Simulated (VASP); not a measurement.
A run of VASP 6.6.1 is set up as follows.

INCAR

```
SYSTEM = SiO2
PREC = Accurate
ENCUT = 910
EDIFF = 1E-6
ISMEAR = 0
SIGMA = 0.05
LREAL = .FALSE.
LASPH = .TRUE.
NELM = 120
ALGO = Normal
ISIF = 2
LWAVE = .FALSE.
LCHARG = .FALSE.
GGA = CA
NBANDS = 25
GGA_COMPAT = .FALSE.
```

The input KPOINTS:

```
regular mesh
0
G
  6 6 8
  0 0 0
```

File POSCAR:

```
SiO2
1.0
    4.1801000000      0.0000000000      0.0000000000
    0.0000000000      4.1801000000      0.0000000000
    0.0000000000      0.0000000000      2.3420000000
Si O
2 4
Direct
    0.5000000000      0.5000000000      0.5000000000
    0.0000000000      0.0000000000      0.0000000000
    0.6944252994      0.6944252994      0.0000000000
    0.1944252994      0.8055747006      0.5000000000
    0.3055747006      0.3055747006      0.0000000000
    0.8055747006      0.1944252994      0.5000000000
```

Potentials or basis: VASP PAW LDA potentials, release 64 (Si, O_h).

Run with:

```sh
$ cat potpaw_LDA.64/Si/POTCAR potpaw_LDA.64/O_h/POTCAR > POTCAR
$ mpirun -np 1 vasp_std > vasp.out
```

(1) What does it give for the largest force?

(2) Estimate the pressure.

(3) Estimate the band gap on the k mesh.

## Answers

(1) 0.764 eV/Å.

(2) 63.1 GPa.

(3) 7.96 eV.

Caveat: the cutoff is under 1.25 times the usual one of these potentials, so pressure, stress and relaxed cells hold a basis-set (Pulay) error; the cell stands under pressure.
